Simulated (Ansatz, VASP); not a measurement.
## Two plane-wave programs on InSe

Contents of INCAR:

```
ALGO     = Normal         # electronic algorithm
EDIFF    = 1E-8           # SCF threshold, eV
ENCUT    = 520            # plane-wave cutoff, eV
GGA      = PS             # functional
ISIF     = 2              # what is computed and relaxed
ISMEAR   = 0              # smearing method
LASPH    = True           # aspherical terms in the spheres
LCHARG   = False          # write CHGCAR
LEFG     = True         
LREAL    = False          # projectors in reciprocal space
LWAVE    = False          # write WAVECAR
NBANDS   = 27             # bands
NELM     = 60             # most SCF steps
PREC     = Accurate       # precision mode
SIGMA    = 0.01           # smearing width, eV
```

Contents of KPOINTS:

```
k-points
0
Gamma
  8 8 6
```

POSCAR

```
InSe
1.0
    5.8745998019     -2.0553094402     -0.0053852395
    5.8745998019      2.0553094402     -0.0053852395
   -1.6050952278      0.0000000000      4.2720320530
In Se
2 2
Direct
    0.8858004619      0.8858004619      0.0290623429
    0.1141995381      0.1141995381      0.9709376571
    0.6547072586      0.6547072586      0.6374291190
    0.3452927414      0.3452927414      0.3625708810
```

Input for Ansatz:

```yaml
crystal:
  lattice:
    - [5.8745998237, -2.0553094561, -0.0053857935]
    - [5.8745998237, 2.0553094561, -0.0053857935]
    - [-1.6050947842, 0.0, 4.2720321269]
  atoms:
    - { symbol: In, position: [0.8858004615, 0.8858004615, 0.0290623416] }
    - { symbol: In, position: [0.1141995385, 0.1141995385, 0.9709376584] }
    - { symbol: Se, position: [0.6547072581, 0.6547072581, 0.6374291155] }
    - { symbol: Se, position: [0.3452927419, 0.3452927419, 0.3625708845] }
basis:
  ecutwfc: 420
kpoints:
  mp_grid: { grid: [8, 8, 6] }
hamiltonian:
  xc: pbesol
scf:
  occupations: { method: fixed }
output:
  forces: true
  stress: true
  eigenvalues: true
  efg: {}
checkpoint:
  read: start.run
  write: ck
  compress: false
  write_wavefunctions: false
  write_every: 100000
```

Alike in both runs: task electric field gradients; functional PBEsol; k mesh 8 × 8 × 6; no spin polarisation.

|  | VASP | Ansatz |
| --- | --- | --- |
| version | VASP 6.6.1 | Ansatz 0.2.0 |
| potentials or method | VASP PAW PBE potentials, release 64 (In_d, Se), cutoff 520 eV | scalar-relativistic, plane waves, PAW |
| occupations | gaussian, width 0.01 eV | fixed |
| valence electrons in the cell | 38 | 58 |

VASP gave:

```
gap on the k mesh at the Fermi level (eV)            : 0.69
least direct gap on the mesh (eV)                    : 1.04
pressure (GPa)                                       : 0.1
rms of the force components (eV/Å)                   : 0.010
size of Vzz on the site where it differs most (V/Å²) : 57.9
```

Which values does Ansatz return?

gap on the k mesh at the Fermi level (eV): 0.69; least direct gap on the mesh (eV): 1.05; pressure (GPa): 0.0; rms of the force components (eV/Å): 0.000; size of Vzz on the site where it differs most (V/Å²): 59.5.

VASP's potentials were made for PBE, not for PBEsol. Atom by atom the forces differ by 0.010 eV/Å (rms over components). VASP's potentials hold 38 valence electrons a cell and Ansatz's 58, so a difference there can come from the potentials and not from the codes.
